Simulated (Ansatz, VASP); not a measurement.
## One calculation of Rh, two programs

INCAR

```
PREC = Accurate
ENCUT = 520
EDIFF = 1E-6
ISMEAR = -1
SIGMA = 0.1
LREAL = False
LASPH = True
NELM = 80
ALGO = Normal
ISIF = 2
LWAVE = False
LCHARG = False
GGA = PE
NBANDS = 22
```

File KPOINTS:

```
regular mesh
0
Gamma
  11 11 11
```

Contents of POSCAR:

```
Rh
1.0
    0.0000000000      2.6435044100      2.6435044100
    2.6435044100      0.0000000000      2.6435044100
    2.6435044100      2.6435044100      0.0000000000
Rh
2
Direct
    0.1250000000      0.1250000000      0.1250000000
    0.8750000000      0.8750000000      0.8750000000
```

Input for Ansatz:

```yaml
crystal:
  lattice:
    - [0.0, 2.64350441, 2.64350441]
    - [2.64350441, 0.0, 2.64350441]
    - [2.64350441, 2.64350441, 0.0]
  atoms:
    - { symbol: Rh, position: [0.125, 0.125, 0.125] }
    - { symbol: Rh, position: [0.875, 0.875, 0.875] }
hamiltonian:
  xc: pbe
  pseudopotentials:
    kind: paw
    azcp:
      Rh: "pseudopotentials/Rh.paw.azcp"
basis:
  ecutwfc: 420
  fft_grid_basis: typed
kpoints:
  mp_grid: { grid: [11, 11, 11], shift: [0, 0, 0] }
magnetization:
  spin_polarized: false
scf:
  occupations: { method: fermi_dirac, width: 0.1 }
  lower_state_search: "off"
output:
  stress: true
```

Alike in both runs: task single point; functional PBE; k mesh 11 × 11 × 11; occupations fermi-dirac, width 0.1 eV; no spin polarisation.

|  | VASP | Ansatz |
| --- | --- | --- |
| version | VASP 6.6.1 | Ansatz 0.2.0 |
| potentials or method | VASP PAW PBE potentials, release 64 (Rh_pv), cutoff 520 eV | plane waves (420 eV) with PAW, scalar-relativistic |
| valence electrons in the cell | 30 | 34 |

Ansatz gave:

- pressure (GPa): 22.4

Q: Which values does VASP return?

A: Pressure (GPa): 22.7.

VASP's potentials hold 30 valence electrons a cell and Ansatz's 34, so a difference there can come from the potentials and not from the codes.
